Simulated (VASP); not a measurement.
Cr, 1 atom in the cell. It takes space group Im-3m (No. 229, cubic). The conventional cell has a = 2.884 Å, b = 2.884 Å, c = 2.884 Å, α = 90.00°, β = 90.00°, γ = 90.00°. Cr (site symmetry m-3m) has 14 Cr at 2.50 to 2.88 Å within 3.3 Å. 

* Program: VASP 6.6.1
* Task: single point
* Functional: PBE
* Potentials or basis: VASP PAW PBE potentials, release 64 (Cr_pv)
* Cutoff: 520 eV
* k mesh: 13 × 13 × 13
* Occupations: methfessel-paxton, width 0.1 eV
* Spin: collinear spin, ferromagnetic start
* Starting moments: [0.68] μB
* Fixed moment: 0.7 μB
* Dipole correction: no
* Further INCAR settings: ALGO = Normal; EDIFF = 1e-07; NBANDS = 16

Potentials or basis: VASP PAW PBE potentials, release 64 (Cr_pv).

Run with:

```console
$ cat potpaw_PBE.64/Cr_pv/POTCAR > POTCAR
$ mpirun -np 1 vasp_std > vasp.out
```

Hardware: 1 thread of Intel(R) Xeon(R) 6975P-C (Granite Rapids) (shared host).

**Question.** How long does it take, and how much memory?

**Answer.** Run time: 14 s on 1 thread of Intel(R) Xeon(R) 6975P-C (Granite Rapids), with other jobs on the host, peak memory 0.14 GiB. Counts: scf iterations 13, k points 84.
